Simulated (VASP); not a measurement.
# MoS2 (P-3m1) in VASP: further runs, part 3 of 3

VASP 6.6.1. The steps go on from the part before.

### 6 Single point, PBEsol

This run uses another cell than the first one, of 20.41 Å³/atom.

Contents of INCAR:

```
SYSTEM = MoS2
PREC = Accurate
ENCUT = 520
EDIFF = 1E-6
ISMEAR = 1
SIGMA = 0.1
LREAL = .FALSE.
LASPH = .TRUE.
NELM = 100
ALGO = Normal
ISIF = 2
LWAVE = .FALSE.
LCHARG = .TRUE.
GGA = PS
LELF = .TRUE.
LVHAR = .TRUE.
NBANDS = 20
```

Contents of KPOINTS:

```
Automatic mesh
0
G
  10 10 5
  0 0 0
```

Contents of POSCAR:

```
MoS2
1.0
    3.3062145239      0.0000000000      0.0000000000
   -1.6531067498      2.8632650717      0.0000000000
    0.0000000000      0.0000000000      6.4664961245
Mo S
1 2
Direct
    0.0000000000      0.0000000000      0.5000000000
    0.3333333333      0.6666666667      0.2553190000
    0.6666666667      0.3333333333      0.7446810000
```

Potentials or basis: VASP PAW PBE potentials, release 64 (Mo_sv, S).

Launch:

```
cat potpaw_PBE.64/Mo_sv/POTCAR potpaw_PBE.64/S/POTCAR > POTCAR
mpirun -np 1 vasp_std > vasp.out
```

OUTCAR:

```text
SYSTEM = MoS2
   PREC = Accurate
   ENCUT = 520
   EDIFF = 1E-6
   ISMEAR = 1
   LREAL = .FALSE.
   LASPH = .TRUE.
   NELM = 100
   ISIF = 2
   GGA = PS

 ion  position               nearest neighbor table
   1  0.000  0.000  0.500-   2 2.48   3 2.48   3 2.48   2 2.48   3 2.48   2 2.48
   2  0.333  0.667  0.255-   1 2.48   1 2.48   1 2.48
   3  0.667  0.333  0.745-   1 2.48   1 2.48   1 2.48

  LATTYP: Found a hexagonal cell.
 ALAT       =     3.3062145239
 C/A-ratio  =     1.9558610241

  Lattice vectors:

 A1 = (   3.3062145239,   0.0000000000,   0.0000000000)
 A2 = (  -1.6531067498,   2.8632650717,   0.0000000000)
 A3 = (   0.0000000000,   0.0000000000,   6.4664961245)

Analysis of symmetry for initial positions (statically):
=====================================================================
 Subroutine PRICEL returns:
 Original cell was already a primitive cell.

 Routine SETGRP: Setting up the symmetry group for a
 hexagonal supercell.

 Subroutine GETGRP returns: Found 12 space group operations
 (whereof 12 operations were pure point group operations)
 out of a pool of 24 trial point group operations.

The static configuration has the point symmetry D_3d.
[... 163 lines left out ...]

 E-fermi :   6.0173     XC(G=0): -10.2761

 val. band max:        5.9754227228   @ k =   0.2000   0.2000   0.4000
 cond. band min:       6.0516294263   @ k =   0.0000   0.1000   0.4000
 fundamental gap:      0.0762067034
 Fermi energy:         6.0173398238

 k-point     1 :       0.0000    0.0000    0.0000
  band No.  band energies     occupation
      1     -55.7778      2.00000
      2     -29.8119      2.00000
      3     -29.8119      2.00000
      4     -29.7790      2.00000
      5      -8.4015      2.00000
      6      -7.1440      2.00000
[... 541 lines left out ...]
     19      12.0952      0.00000
     20      13.5041      0.00000

 [... further k-points ...]

------------------------ aborting loop because EDIFF is reached ----------------------------------------

  FORCE on cell =-STRESS in cart. coord.  units (eV):
  Direction    XX          YY          ZZ          XY          YZ          ZX
  --------------------------------------------------------------------------------------
  -------------------------------------------------------------------------------------
  Total       -4.5869314     -4.5869291     -3.5711605     -0.0000008      0.0000000     -0.0000000
  in kB     -120.0525026   -120.0524442    -93.4670095     -0.0000215      0.0000000     -0.0000000
  external PRESSURE =    -111.1906521 kB  Pullay stress =       0.0000000 kB

 VOLUME and BASIS-vectors are now :
 -----------------------------------------------------------------------------
  energy-cutoff  :      520.00
  volume of cell :       61.22
      direct lattice vectors                 reciprocal lattice vectors
     3.306214524  0.000000000  0.000000000     0.302460712  0.174625762  0.000000000
    -1.653106750  2.863265072  0.000000000     0.000000000  0.349251632  0.000000000
     0.000000000  0.000000000  6.466496124     0.000000000  0.000000000  0.154643254

 POSITION                                       TOTAL-FORCE (eV/Angst)
 -----------------------------------------------------------------------------------
      0.00000      0.00000      3.23325         0.000000      0.000000      0.000000
      0.00000      1.90884      1.65102         0.000000     -0.000000      1.011620
      1.65311      0.95442      4.81548         0.000000      0.000000     -1.011620
 -----------------------------------------------------------------------------------
    total drift:                                0.000000      0.000000      0.000000

  FREE ENERGIE OF THE ION-ELECTRON SYSTEM (eV)
  ---------------------------------------------------
  free  energy   TOTEN  =       -22.3718465500 eV

  energy  without entropy=      -22.3725583616  energy(sigma->0) =      -22.37208382
```

OSZICAR:

```text
N       E                     dE             d eps       ncg     rms          rms(c)
DAV:   1     0.181869672585E+03    0.18187E+03   -0.14842E+04  2560   0.121E+03
DAV:   2    -0.167613280635E+02   -0.19863E+03   -0.19404E+03  2860   0.306E+02
DAV:   3    -0.241252787296E+02   -0.73640E+01   -0.72724E+01  2952   0.549E+01
DAV:   4    -0.242157739220E+02   -0.90495E-01   -0.90358E-01  2832   0.641E+00
DAV:   5    -0.242171847771E+02   -0.14109E-02   -0.14107E-02  2920   0.787E-01    0.199E+01
DAV:   6    -0.231702780625E+02    0.10469E+01   -0.19635E+01  2396   0.224E+01    0.907E+00
DAV:   7    -0.225296192233E+02    0.64066E+00   -0.84782E+00  2420   0.140E+01    0.507E+00
DAV:   8    -0.223736050490E+02    0.15601E+00   -0.86890E-01  2572   0.491E+00    0.161E+00
DAV:   9    -0.223739834586E+02   -0.37841E-03   -0.34866E-02  2668   0.108E+00    0.609E-01
DAV:  10    -0.223721165031E+02    0.18670E-02   -0.23223E-02  2564   0.881E-01    0.208E-01
DAV:  11    -0.223718963008E+02    0.22020E-03   -0.11214E-03  2624   0.208E-01    0.790E-02
DAV:  12    -0.223718402614E+02    0.56039E-04   -0.15996E-04  2672   0.723E-02    0.487E-02
DAV:  13    -0.223718475162E+02   -0.72548E-05   -0.15077E-04  2456   0.692E-02    0.159E-02
DAV:  14    -0.223718465500E+02    0.96620E-06   -0.46835E-06  2792   0.138E-02
   1 F= -.22371847E+02 E0= -.22372084E+02  d E =0.711812E-03
```

It took 2.3 min on 1 thread of Intel Xeon 8259CL, shared host; peak memory 0.22 GiB.

What came out:

* Free energy: -22.3718 eV
* Pressure: -11.1 GPa
* Largest force: 1.012 eV/Å
* Band gap on the k mesh: zero (bands 13 and 14 overlap by 0.77 eV)

Forces in eV/Å, atoms in the order of the input:
```
Mo   0.000  0.000  0.000
S    0.000  0.000  1.012
S    0.000  0.000 -1.012
```

Caveat: the cell stands under tension; the PAW data sets were made with another functional, which shifts forces and pressure a little; this functional lacks dispersion, which binds the layers, so the pressure and a relaxed spacing across them are unreliable.

### 7 Single point, PBEsol

This run uses another cell than the first one, of 20.88 Å³/atom.

Contents of INCAR:

```
ALGO     = Normal         # electronic algorithm
EDIFF    = 1E-7           # SCF threshold, eV
ENCUT    = 520            # plane-wave cutoff, eV
GGA      = PS             # functional
ISIF     = 2              # what is computed and relaxed
ISMEAR   = 1              # smearing method
LASPH    = T              # aspherical terms in the spheres
LCHARG   = F              # write CHGCAR
LREAL    = F              # projectors in reciprocal space
LWAVE    = F              # write WAVECAR
NBANDS   = 20             # bands
NELM     = 100            # most SCF steps
PREC     = Accurate       # precision mode
SIGMA    = 0.1            # smearing width, eV
```

Contents of KPOINTS:

```
k-points
0
Gamma
  10 10 5
```

Contents of POSCAR:

```
MoS2
1.0
    3.3316479428      0.0000000000      0.0000000000
   -1.6658234553      2.8852910532      0.0000000000
    0.0000000000      0.0000000000      6.5162403573
Mo S
1 2
Direct
    0.0000000000      0.0000000000      0.5000000000
    0.3333333333      0.6666666667      0.2553190000
    0.6666666667      0.3333333333      0.7446810000
```

Launch:

```
cat potpaw_PBE.64/Mo_sv/POTCAR potpaw_PBE.64/S/POTCAR > POTCAR
mpirun -np 1 vasp_std > vasp.out
```

It took 2.4 min on 1 thread of Intel Xeon 8259CL, shared host; peak memory 0.22 GiB.

Results (log left out):

```
Free energy            : -22.2645 eV
Pressure               : -13.1 GPa
Largest force          : 1.296 eV/Å
Band gap on the k mesh : zero (bands 13 and 14 overlap by 0.76 eV)
```

Forces on the atoms (eV/Å):
```
Mo   0.000  0.000  0.000
S    0.000  0.000  1.296
S    0.000  0.000 -1.296
```

Stress tensor (GPa, compression positive):
```
-13.82   0.00   0.00
  0.00 -13.82   0.00
  0.00   0.00 -11.59
```

Levels at points of the mesh, in eV from the Fermi level:
| k point | band 9 | band 10 | band 11 | band 12 | band 13 | band 14 | band 15 | band 16 | band 17 | band 18 |
| --- | --- | --- | --- | --- | --- | --- | --- | --- | --- | --- |
| (0.00, 0.00, 0.00) | -3.69 | -1.77 | -0.93 | -0.87 | -0.87 | -0.41 | -0.41 | 2.78 | 2.78 | 5.26 |
| (0.50, 0.00, 0.00) | -4.38 | -3.75 | -3.02 | -1.72 | -1.62 | 0.71 | 1.41 | 3.15 | 3.41 | 5.45 |

Caveat: the cell stands under tension; the PAW data sets were made with another functional, which shifts forces and pressure a little; this functional lacks dispersion, which binds the layers, so the pressure and a relaxed spacing across them are unreliable.

### 8 Summary

```csv
cell,gap on the mesh (eV),pressure (GPa),largest force (eV/Å)
"a = 3.200, b = 3.200, c = 6.259 Å, angles 90.0, 90.0, 120.0°, 3 atoms",none,0.0,0.44
"a = 3.227, b = 3.227, c = 6.312 Å, angles 90.0, 90.0, 120.0°, 3 atoms",none,-3.4,0.02
"a = 3.254, b = 3.254, c = 6.365 Å, angles 90.0, 90.0, 120.0°, 3 atoms",none,-6.3,0.36
"a = 3.280, b = 3.280, c = 6.416 Å, angles 90.0, 90.0, 120.0°, 3 atoms",none,-8.9,0.70
"a = 3.306, b = 3.306, c = 6.466 Å, angles 90.0, 90.0, 120.0°, 3 atoms",none,-11.1,1.01
"a = 3.332, b = 3.332, c = 6.516 Å, angles 90.0, 90.0, 120.0°, 3 atoms",none,-13.1,1.30
```

Alike in all rows: task single point; level PBEsol; potentials or basis VASP PAW PBE potentials, release 64 (Mo_sv, S); no spin polarisation; k mesh 10 × 10 × 5; cutoff (eV) 520; smearing methfessel-paxton 0.1 eV.

Caveats: the PAW data sets were made with another functional, which shifts forces and pressure a little; this functional lacks dispersion, which binds the layers, so the pressure and a relaxed spacing across them are unreliable; the cell stands under tension (at least some runs).

Absolute energies hang on the potentials; compare differences alone.
